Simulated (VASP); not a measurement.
# GaCuSe2 (I-42d) in VASP: single point with PBE

Aim: the single point of GaCuSe2 with PBE.

Program: VASP 6.6.1. These are calculated values, not measurements. Logs are shortened: lines on timing, memory, paths and dates and some standing lists are left out, and cuts for length are marked.

### 1 The cell of the first run

It takes space group I-42d (No. 122, tetragonal). Conventional cell: a = 5.619 Å, b = 5.619 Å, c = 11.026 Å, α = 90.00°, β = 90.00°, γ = 90.00°. Within 3.2 Å of Ga (site symmetry -4) lie 4 Se at 2.42 Å. Cu (site symmetry -4) has 4 Se at 2.42 Å within 3.2 Å. Within 3.2 Å of Se (site symmetry 2) lie 2 Ga at 2.42 Å and 2 Cu at 2.42 Å.

### 2 Single point, PBE

Input file INCAR:

```
PREC = Accurate
ENCUT = 520
EDIFF = 1E-6
ISMEAR = 0
SIGMA = 0.1
LREAL = F
LASPH = T
NELM = 80
ALGO = Normal
ISIF = 2
LWAVE = F
LCHARG = F
GGA = PE
NBANDS = 46
```

Input file KPOINTS:

```
Automatic mesh
0
Gamma
  4 4 4
```

Input file POSCAR:

```
GaCuSe2
1.0
   -2.8095500000      2.8095500000      5.5130000000
    2.8095500000     -2.8095500000      5.5130000000
    2.8095500000      2.8095500000     -5.5130000000
Ga Cu Se
2 2 4
Direct
    0.5000000000      0.5000000000      0.0000000000
    0.2500000000      0.7500000000      0.5000000000
    0.0000000000      0.0000000000      0.0000000000
    0.7500000000      0.2500000000      0.5000000000
    0.3750000000      0.3756200000      0.5006200000
    0.6243800000      0.1250000000      0.9993800000
    0.8750000000      0.8743800000      0.4993800000
    0.1256200000      0.6250000000      0.0006200000
```

Potentials or basis: VASP PAW PBE potentials, release 64 (Ga_d, Cu, Se).

Launch:

```console
$ cat potpaw_PBE.64/Ga_d/POTCAR potpaw_PBE.64/Cu/POTCAR potpaw_PBE.64/Se/POTCAR > POTCAR
$ mpirun -np 1 vasp_std > vasp.out
```

OUTCAR:

```text
PREC = Accurate
   ENCUT = 520
   EDIFF = 1E-6
   ISMEAR = 0
   LREAL = F
   LASPH = T
   NELM = 80
   ISIF = 2
   GGA = PE

 ion  position               nearest neighbor table
   1  0.500  0.500  0.000-   7 2.42   8 2.42   5 2.42   6 2.42
   2  0.250  0.750  0.500-   5 2.42   6 2.42   8 2.42   7 2.42
   3  0.000  0.000  0.000-   6 2.42   8 2.42   7 2.42   5 2.42
   4  0.750  0.250  0.500-   5 2.42   7 2.42   6 2.42   8 2.42
   5  0.375  0.376  0.501-   2 2.42   1 2.42   4 2.42   3 2.42
   6  0.624  0.125  0.999-   2 2.42   1 2.42   4 2.42   3 2.42
   7  0.875  0.874  0.499-   1 2.42   2 2.42   3 2.42   4 2.42
   8  0.126  0.625  0.001-   1 2.42   2 2.42   3 2.42   4 2.42

  LATTYP: Found a body centered tetragonal cell.
 ALAT       =     5.6191000000
 C/A-ratio  =     1.9622359453

  Lattice vectors:

 A1 = (  -2.8095500000,   2.8095500000,   5.5130000000)
 A2 = (   2.8095500000,  -2.8095500000,   5.5130000000)
 A3 = (   2.8095500000,   2.8095500000,  -5.5130000000)

Analysis of symmetry for initial positions (statically):
=====================================================================
 Subroutine PRICEL returns:
 Original cell was already a primitive cell.

 Routine SETGRP: Setting up the symmetry group for a
 body centered tetragonal supercell.

 Subroutine GETGRP returns: Found  8 space group operations
 (whereof  4 operations were pure point group operations)
 out of a pool of 16 trial point group operations.

The static configuration has the point symmetry S_4 .
 The point group associated with its full space group is D_2d.

Analysis of symmetry for dynamics (positions and initial velocities):
=====================================================================
 Subroutine PRICEL returns:
 Original cell was already a primitive cell.

 Routine SETGRP: Setting up the symmetry group for a
 body centered tetragonal supercell.

 Subroutine GETGRP returns: Found  8 space group operations
 (whereof  4 operations were pure point group operations)
 out of a pool of 16 trial point group operations.

The dynamic configuration has the point symmetry S_4 .
 The point group associated with its full space group is D_2d.

 Subroutine INISYM returns: Found  8 space group operations
 (whereof  4 operations are pure point group operations),
 and found     1 'primitive' translations

----------------------------------------------------------------------------------------
[... 98 lines left out ...]
   NFREE  =      0    steps in history (QN), initial steepest desc. (CG)
   ISIF   =      2    stress and relaxation
   ISYM   =      2    0-nonsym 1-usesym 2-fastsym
   POTIM  = 0.5000    time-step for ionic-motion
   TEBEG  =    0.0;   TEEND  =   0.0 temperature during run
   PSTRESS=    0.0 pullay stress
   NELECT =      72.0000    total number of electrons
   NUPDOWN=      -1.0000    fix difference up-down
   EMIN   =  10.00;   EMAX   =-10.00  energy-range for DOS
   EFERMI =   0.00;   METHOD = LEGACY
   ISMEAR =     0;   SIGMA  =   0.10  broadening in eV -4-tet -1-fermi 0-gaus
   EFERMI_NEDOS =   21; number of points for ismear=-14 and -15
   IALGO  =     38    algorithm
   IMIX   =      4    mixing-type and parameters
     AMIX     =   0.40;   BMIX     =  1.00
     AMIX_MAG =   1.60;   BMIX_MAG =  1.00
  volume/ion in A,a.u.               =      21.76       146.83
  Fermi-wavevector in a.u.,A,eV,Ry     =   1.219772  2.305034 20.243327  1.487843
  Thomas-Fermi vector in A             =   2.355012
   LORBIT       =      0    0 simple, 1 ext, 2 COOP (PROOUT), +10 PAW based schemes
   GGA     = PE    functional components
   LHFCALC =     F    Hartree Fock is set to
   AEXX    =    0.0000 exact exchange contribution
   IVDW    =     0    specifies the selected vdW correction
   LEPSILON=     F    determine dielectric tensor
   LRPA    =     F    only Hartree local field effects (RPA)
 non-spin polarized calculation
 Gauss-broadening in eV      SIGMA  =   0.10
  energy-cutoff  :      520.00
  volume of cell :      174.07
 maximum number of plane-waves:      4733
 NGX is ok and might be reduce to    54
   NGX = 25   NGY = 25   NGZ = 25

 number of electron      72.0000027 magnetization

 Free energy of the ion-electron system (eV)
  ---------------------------------------------------
  ext. energy  EPLUGINS =         0.00000000
  ---------------------------------------------------
  free energy    TOTEN  =       -31.02341282 eV

  energy without entropy =      -31.02304883  energy(sigma->0) =      -31.02323083

 E-fermi :   4.1623     XC(G=0):  -9.6337

 val. band max:        4.0362608248   @ k =   0.0000   0.0000   0.0000
 cond. band min:       4.2881145020   @ k =   0.0000   0.0000   0.0000
 fundamental gap:      0.2518536771
 Fermi energy:         4.1623372587

 k-point     1 :       0.0000    0.0000    0.0000
  band No.  band energies     occupation
      1     -11.5481      2.00000
      2     -11.5481      2.00000
      3     -11.5476      2.00000
      4     -11.3908      2.00000
      5     -11.3760      2.00000
      6     -11.3760      2.00000
[... 626 lines left out ...]
     45      10.7542      0.00000
     46      10.7576      0.00000

------------------------ aborting loop because EDIFF is reached ----------------------------------------

  FORCE on cell =-STRESS in cart. coord.  units (eV):
  Direction    XX          YY          ZZ          XY          YZ          ZX
  --------------------------------------------------------------------------------------
  -------------------------------------------------------------------------------------
  Total        3.2324619      3.2324619      3.3940434      0.0000000     -0.0000000      0.0000000
  in kB       29.7524328     29.7524328     31.2396720      0.0000000     -0.0000000      0.0000000
  external PRESSURE =      30.2481792 kB  Pullay stress =       0.0000000 kB

 VOLUME and BASIS-vectors are now :
 -----------------------------------------------------------------------------
  energy-cutoff  :      520.00
  volume of cell :      174.07
      direct lattice vectors                 reciprocal lattice vectors
    -2.809550000  2.809550000  5.513000000     0.000000000  0.177964443  0.090694722
     2.809550000 -2.809550000  5.513000000     0.177964443  0.000000000  0.090694722
     2.809550000  2.809550000 -5.513000000     0.177964443  0.177964443  0.000000000

 POSITION                                       TOTAL-FORCE (eV/Angst)
 -----------------------------------------------------------------------------------
      0.00000      0.00000      5.51300        -0.000000      0.000000      0.000000
      2.80955     -0.00000      2.75650        -0.000000     -0.000000     -0.000000
      0.00000      0.00000      0.00000        -0.000000      0.000000      0.000000
     -0.00000      2.80955      2.75650        -0.000000     -0.000000      0.000000
      1.40826      1.40478      1.37825        -0.372671     -0.000000     -0.000000
      1.40477      4.21084     -1.37825        -0.000000      0.372671      0.000000
      1.40129      1.40477      6.89125         0.372671      0.000000      0.000000
      1.40478     -1.40129      4.13475        -0.000000     -0.372671     -0.000000
 -----------------------------------------------------------------------------------
    total drift:                               -0.000001     -0.000001     -0.000004

  FREE ENERGIE OF THE ION-ELECTRON SYSTEM (eV)
  ---------------------------------------------------
  free  energy   TOTEN  =       -31.0234128235 eV

  energy  without entropy=      -31.0230488276  energy(sigma->0) =      -31.02323083
```

stdout:

```text
POSCAR found type information on POSCAR GaCuSe
 POSCAR found :  3 types and       8 ions
 scaLAPACK will be used
 LDA part: xc-table for (Slater+PW92), standard interpolation
 POSCAR, INCAR and KPOINTS ok, starting setup
 FFT: planning ... GRIDC
 FFT: planning ... GRID_SOFT
 FFT: planning ... GRID
 WAVECAR not read
 entering main loop
```

Wall time 3.1 min (1 thread of Intel Xeon Platinum 8488C (Sapphire Rapids), shared host); peak memory 0.42 GiB.

What came out:

```yaml
Free_energy: -31.0234 eV
Pressure: 3.0 GPa
Largest_force: 0.373 eV/Å
Band_gap_on_the_k_mesh: 0.25 eV, direct
```

Forces on the atoms (eV/Å):
```
Ga   0.000  0.000  0.000
Ga   0.000  0.000  0.000
Cu   0.000  0.000  0.000
Cu   0.000  0.000  0.000
Se  -0.373  0.000  0.000
Se   0.000  0.373  0.000
Se   0.373  0.000  0.000
Se   0.000 -0.373  0.000
```

Levels at points of the mesh, in eV from the valence-band top:
| k point | band 33 | band 34 | band 35 | band 36 | band 37 | band 38 | band 39 | band 40 |
| --- | --- | --- | --- | --- | --- | --- | --- | --- |
| (0.00, 0.00, 0.00) | -1.54 | -0.13 | -0.13 | 0.00 | 0.25 | 1.92 | 2.28 | 4.00 |
| (0.50, 0.00, 0.00) | -1.34 | -1.22 | -1.10 | -0.56 | 2.21 | 2.60 | 3.24 | 4.16 |
| (0.50, 0.50, 0.00) | -0.82 | -0.82 | -0.50 | -0.50 | 1.20 | 1.20 | 3.34 | 3.34 |
| (0.50, 0.50, 0.50) | -1.23 | -1.23 | -0.91 | -0.91 | 1.88 | 1.88 | 1.97 | 1.97 |
